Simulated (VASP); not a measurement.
Wanted: the native input for a VASP 6.6.1 run.

```
Task                   : single point
Functional             : r2SCAN
Dispersion             : rVV10
Potentials or basis    : VASP PAW PBE potentials, release 64 (B, N)
Cutoff                 : 520 eV
k mesh                 : 12 × 12 × 4
Occupations            : fermi-dirac, width 0.03 eV
Spin                   : no spin polarisation
Dipole correction      : no
Further INCAR settings : ALGO = Normal; EDIFF = 1e-07; NBANDS = 16
```

Crystal: BN.

```
B N
1.0
     2.50059    0.00000    0.00000
    -1.25029    2.16557    0.00000
     0.00000    0.00000    6.52730
B N
2 2
Cartesian
  0.0000 1.4437 1.6318
  1.2503 0.7219 4.8955
  1.2503 0.7219 1.6318
  0.0000 1.4437 4.8955
```

The input as run:

POSCAR

```
BN
1.0
    2.5005863488      0.0000000000      0.0000000000
   -1.2502931744      2.1655713024      0.0000000000
    0.0000000000      0.0000000000      6.5273041946
B N
2 2
Direct
    0.3333333333      0.6666666667      0.2500000000
    0.6666666667      0.3333333333      0.7500000000
    0.6666666667      0.3333333333      0.2500000000
    0.3333333333      0.6666666667      0.7500000000
```

INCAR.step1

```
SYSTEM = BN
ALGO     = Normal         ! electronic algorithm
EDIFF    = 1E-4           ! SCF threshold, eV
ENCUT    = 520            ! plane-wave cutoff, eV
GGA      = PE             ! functional
ISMEAR   = -1             ! smearing method
LASPH    = .True.         ! aspherical terms in the spheres
LCHARG   = .False.        ! write CHGCAR
LREAL    = .False.        ! projectors in reciprocal space
LWAVE    = .True.         ! write WAVECAR
NBANDS   = 16             ! bands
NELM     = 80             ! most SCF steps
PREC     = Accurate       ! precision mode
SIGMA    = 0.03           ! smearing width, eV
```

INCAR.step2

```
SYSTEM = BN
ALGO     = Normal         ! electronic algorithm
BPARAM   = 11.95        
CPARAM   = 0.0093       
EDIFF    = 1E-7           ! SCF threshold, eV
ENCUT    = 520            ! plane-wave cutoff, eV
ISIF     = 2              ! what is computed and relaxed
ISMEAR   = -1             ! smearing method
ISTART   = 1            
IVDW_NL  = 2            
LASPH    = .True.         ! aspherical terms in the spheres
LCHARG   = .False.        ! write CHGCAR
LMIXTAU  = .True.       
LREAL    = .False.        ! projectors in reciprocal space
LUSE_VDW = .True.       
LWAVE    = .False.        ! write WAVECAR
METAGGA  = R2SCAN         ! meta-GGA
NBANDS   = 16             ! bands
NELM     = 80             ! most SCF steps
PREC     = Accurate       ! precision mode
SIGMA    = 0.03           ! smearing width, eV
```

KPOINTS

```
k-points
0
Gamma
  12 12 4
  0 0 0
```

Potentials or basis: VASP PAW PBE potentials, release 64 (B, N).

Run with:

```console
$ cat potpaw_PBE.64/B/POTCAR potpaw_PBE.64/N/POTCAR > POTCAR
$ cp INCAR.step1 INCAR
$ mpirun -np 1 vasp_std > vasp.out
$ cp INCAR.step2 INCAR
$ mpirun -np 1 vasp_std > vasp.out
```

Results of the run:

| Property | Result |
| --- | --- |
| Pressure | 0.4 GPa |
| Band gap on the k mesh | 4.80 eV, indirect (least direct gap 5.22 eV) |

Caveat: the PAW data sets were made with another functional, which shifts forces and pressure a little.

Run time: 4 min on 1 thread of AMD EPYC 7R13 Processor (Zen 3) (shared host), peak memory 0.22 GiB.
